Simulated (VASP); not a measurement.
Runs of VASP 6.6.1 on Lu. The structure is that of space group Pm-3m (No. 221), or close to it. The cells are those of the table. This isn't the form of Lu at room conditions, which is hcp.

```csv
task,cell,gap on the mesh (eV),pressure (GPa)
single point,"a = 3.146 Å, 1 atom",none,0.1
single point,"a = 3.131 Å, 1 atom",none,(a)
single point,"a = 3.162 Å, 1 atom",none,-0.4
relaxation of cell and atoms,"relaxed from a = 3.146 Å, 1 atom",none,0.1
```

Alike in all rows: level PBEsol; potentials or basis VASP PAW PBE potentials, release 64 (Lu); no spin polarisation; k mesh 7 × 7 × 7; cutoff (eV) 600; smearing methfessel-paxton 0.1 eV.

Question: Fill in the values left out.

Answer: (a) 0.7.

Caveats: the PAW data sets were made with another functional, which shifts forces and pressure a little; spin-orbit coupling is left out, which moves the levels of the heavy elements.

A k mesh can miss the band edges, and the runs leave out spin-orbit coupling on Lu.

A gap of «none» marks levels without a gap at the run's occupations.
